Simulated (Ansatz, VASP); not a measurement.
Two plane-wave programs on Si

File INCAR:

```
SYSTEM = Si
  ALGO = Normal
  EDIFF = 1E-6
  ENCUT = 500
  GGA = PE
  GGA_COMPAT = .FALSE.
  ISIF = 2
  ISMEAR = 0
  LASPH = .TRUE.
  LCHARG = .FALSE.
  LREAL = .FALSE.
  LWAVE = .FALSE.
  NBANDS = 11
  NELM = 120
  PREC = Accurate
  SIGMA = 0.1
```

Contents of KPOINTS:

```
k-points
0
G
  10 10 10
  0 0 0
```

The input POSCAR:

```
Si
1.0
    0.0000000000      2.7354874751      2.7354874751
    2.7354874751      0.0000000000      2.7354874751
    2.7354874751      2.7354874751      0.0000000000
Si
2
Direct
    0.5000000000      0.5000000000      0.5000000000
    0.7500000000      0.7500000000      0.7500000000
```

Input for Ansatz:

```yaml
crystal:
  lattice:
    - [0.0, 2.7354874751, 2.7354874751]
    - [2.7354874751, 0.0, 2.7354874751]
    - [2.7354874751, 2.7354874751, 0.0]
  atoms:
    - { symbol: Si, position: [0.5, 0.5, 0.5] }
    - { symbol: Si, position: [0.75, 0.75, 0.75] }
hamiltonian:
  xc: pbe
  pseudopotentials:
    kind: paw
    azcp:
      Si: "pseudopotentials/Si.paw.azcp"
basis:
  ecutwfc: 420
  fft_grid_basis: typed
kpoints:
  mp_grid: { grid: [10, 10, 10], shift: [0, 0, 0] }
magnetization:
  spin_polarized: false
scf:
  occupations: { method: gaussian, width: 0.1 }
  lower_state_search: "off"
output:
  stress: true
  write_density: true
  write_potential: true
  elf: true
  volumetric_format: npy
```

Alike in both runs: task single point; functional PBE; k mesh 10 × 10 × 10; occupations gaussian, width 0.1 eV; no spin polarisation.

|  | VASP | Ansatz |
| --- | --- | --- |
| version | VASP 6.6.1 | Ansatz 0.2.0 |
| potentials or method | VASP PAW PBE potentials, release 64 (Si), cutoff 500 eV | plane waves (420 eV) with PAW, scalar-relativistic |
| valence electrons in the cell | 8 | 8 |

Ansatz gave:

* pressure (GPa): 0.0

What did VASP give for the same quantities?

Pressure (GPa): -0.1.
